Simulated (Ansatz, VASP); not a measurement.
Two plane-wave programs on HfGe

Contents of INCAR:

```
  PREC = Accurate
  ENCUT = 520
  EDIFF = 1E-6
  ISMEAR = -1
  SIGMA = 0.05
  LREAL = F
  LASPH = T
  NELM = 60
  ALGO = Normal
  ISIF = 2
  LWAVE = F
  LCHARG = F
  GGA = PS
  NBANDS = 19
```

KPOINTS

```
regular mesh
0
Gamma
  8 8 8
```

The input POSCAR:

```
HfGe
1.0
    3.5008378700      0.0000000000      0.0000000000
    0.0000000000      3.5008378700      0.0000000000
    0.0000000000      0.0000000000      3.5008378700
Hf Ge
1 1
Direct
    0.0000000000      0.0000000000      0.0000000000
    0.5000000000      0.5000000000      0.5000000000
```

The input input.yaml:

```yaml
crystal:
  lattice:
    - [3.50083787, 0.0, 0.0]
    - [0.0, 3.50083787, 0.0]
    - [0.0, 0.0, 3.50083787]
  atoms:
    - { symbol: Hf, position: [0.0, 0.0, 0.0] }
    - { symbol: Ge, position: [0.5, 0.5, 0.5] }
hamiltonian:
  xc: pbesol
  pseudopotentials: { kind: paw }
kpoints:
  mp_grid: { grid: [8, 8, 8] }
  band_path:
    path:
      - [[0.0, 0.0, 0.0], [0.0, 0.5, 0.0], [0.5, 0.5, 0.0], [0.0, 0.0, 0.0], [0.5, 0.5, 0.5], [0.0, 0.5, 0.0]]
      - [[0.5, 0.5, 0.0], [0.5, 0.5, 0.5]]
    npoints: 14
scf:
  occupations: { method: fermi_dirac, width: 0.05 }
  n_extra_bands: 6
output:
  forces: true
  stress: true
  eigenvalues: true
  fatbands: false
```

Alike in both runs: functional PBEsol; k mesh 8 × 8 × 8; occupations fermi-dirac, width 0.05 eV; no spin polarisation.

|  | VASP | Ansatz |
| --- | --- | --- |
| version | VASP 6.6.1 | Ansatz 0.2.0 |
| potentials or method | VASP PAW PBE potentials, release 64 (Hf_pv, Ge_d) | Ansatz PAW |
| plane-wave cutoff (eV) | 520 | 420 |
| valence electrons in the cell | 24 | 40 |
| task | single point | band structure |

```csv
,VASP,Ansatz,Ansatz less VASP
gap on the k mesh at the Fermi level (eV),none,none,-
pressure (GPa),-15.3,-15.0,+0.29
```

VASP's potentials were made for PBE, not for PBEsol. A gap of «none» marks a metal or a gap that the smearing closes. The functional is the same, so the differences come from potentials, cutoffs and numerics. VASP's potentials hold 24 valence electrons a cell and Ansatz's 40, so a difference there can come from the potentials and not from the codes.

Spin-orbit coupling is off throughout.
